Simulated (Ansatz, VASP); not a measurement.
# ScTeI2: VASP beside Ansatz

The input INCAR:

```
PREC = Accurate
ENCUT = 600
EDIFF = 1E-6
ISMEAR = 0
SIGMA = 0.1
LREAL = False
LASPH = True
NELM = 100
ALGO = Normal
ISIF = 3
LWAVE = False
LCHARG = False
GGA = PE
IBRION = 2
NSW = 100
EDIFFG = -0.01
```

File KPOINTS:

```
regular mesh
0
Gamma
  12 12 8
```

Contents of POSCAR:

```
ScTeI2
1.0
    5.6541028459      0.0000000000      0.0000000000
   -2.8270514230      4.8965967002      0.0000000000
    0.0000000000      0.0000000000      5.5350042135
Sc Te I
1 1 2
Direct
    0.0000000000      0.0000000000      0.0000000000
    0.0000000000      0.0000000000      0.5000000000
    0.3333333333      0.6666666667      0.0000000000
    0.6666666667      0.3333333333      0.0000000000
```

Input for Ansatz:

```yaml
crystal:
  lattice:
    - [5.6541028459, 0.0, 0.0]
    - [-2.827051423, 4.8965967002, 0.0]
    - [0.0, 0.0, 5.5350042135]
  atoms:
    - { symbol: Sc, position: [0.0, 0.0, 0.0] }
    - { symbol: Te, position: [0.0, 0.0, 0.5] }
    - { symbol: I, position: [0.3333333333, 0.6666666667, 0.0] }
    - { symbol: I, position: [0.6666666667, 0.3333333333, 0.0] }
basis:
  ecutwfc: 420
kpoints:
  mp_grid: { grid: [12, 12, 8] }
hamiltonian:
  xc: pbe
scf:
  occupations: { method: gaussian, width: 0.1 }
output:
  forces: true
  stress: true
  eigenvalues: true
relax:
  adjacent_minimum: "off"
  f_tol: 0.01
  max_steps: 80
  cell: { stress_tol: 0.05 }
```

Alike in both runs: task relaxation of cell and atoms; functional PBE; k mesh 12 × 12 × 8; occupations gaussian, width 0.1 eV; no spin polarisation.

|  | VASP | Ansatz |
| --- | --- | --- |
| version | VASP 6.6.1 | Ansatz 0.2.0 |
| potentials or method | VASP PAW PBE potentials, release 64 (Sc_sv, Te, I), cutoff 600 eV | scalar-relativistic, plane waves, PAW |
| valence electrons in the cell | 31 | 61 |

VASP gave:

* gap on the k mesh at the Fermi level, each at its own relaxed structure (eV): none
* relaxed volume (Å³/atom): 38.35
* relaxed cell length with the largest relative difference (Å): 5.524

Question: Which values does Ansatz return?

Answer: gap on the k mesh at the Fermi level, each at its own relaxed structure (eV): none; relaxed volume (Å³/atom): 38.31; relaxed cell length with the largest relative difference (Å): 5.520.

A gap of «none» marks a metal or a gap that the smearing closes. VASP's potentials hold 31 valence electrons a cell and Ansatz's 61, so a difference there can come from the potentials and not from the codes.

Spin-orbit coupling is off throughout.
